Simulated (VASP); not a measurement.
Wanted: the native input for a VASP 6.6.1 run.

- Task: single point
- Functional: r2SCAN
- Potentials or basis: VASP PAW PBE potentials, release 64 (Na_pv, F)
- Cutoff: 520 eV
- k mesh: 10 × 10 × 10
- Occupations: gaussian, width 0.01 eV
- Spin: no spin polarisation
- Dipole correction: no
- Further INCAR settings: ALGO = Normal; EDIFF = 1e-07; NBANDS = 14

NaF:

```
Na F
1.0
     0.00000    2.32014    2.28875
     2.32014    0.00000    2.28875
     2.32014    2.32014    0.00000
Na F
1 1
Direct
  0.00000 0.00000 0.00000
  0.50000 0.50000 0.50000
```

This cell differs from its parent crystal: epitaxial xy strain +1.0%.

One way to write it, as run:

POSCAR

```
NaF
1.0
    0.0000000000      2.3201397690      2.2887504653
    2.3201397690      0.0000000000      2.2887504653
    2.3201397690      2.3201397690      0.0000000000
Na F
1 1
Direct
    0.0000000000      0.0000000000      0.0000000000
    0.5000000000      0.5000000000      0.5000000000
```

INCAR.step1

```
PREC = Accurate
ENCUT = 520
ISMEAR = 0
SIGMA = 0.01
LREAL = False
LASPH = True
NELM = 80
NBANDS = 14
GGA = PE
ALGO = Normal
EDIFF = 1E-4
LWAVE = True
LCHARG = False
```

INCAR.step2

```
PREC = Accurate
ENCUT = 520
EDIFF = 1E-7
ISMEAR = 0
SIGMA = 0.01
LREAL = False
LASPH = True
NELM = 80
ALGO = Normal
ISIF = 2
LWAVE = False
LCHARG = False
METAGGA = R2SCAN
LMIXTAU = True
NBANDS = 14
ISTART = 1
```

KPOINTS

```
regular mesh
0
Gamma
  10 10 10
```

Potentials or basis: VASP PAW PBE potentials, release 64 (Na_pv, F).

Command:

```console
$ cat potpaw_PBE.64/Na_pv/POTCAR potpaw_PBE.64/F/POTCAR > POTCAR
$ cp INCAR.step1 INCAR
$ mpirun -np 1 vasp_std > vasp.out
$ cp INCAR.step2 INCAR
$ mpirun -np 1 vasp_std > vasp.out
```

Results of the run:

- Pressure: -1.5 GPa
- Band gap on the k mesh: 7.23 eV, direct

Caveat: the cell differs from its parent crystal (epitaxial xy strain +1.0%); the PAW data sets were made with another functional, which shifts forces and pressure a little.

Run time: 72 s on 1 thread of Intel Xeon 6975P-C, with other jobs on the host, peak memory 0.16 GiB.
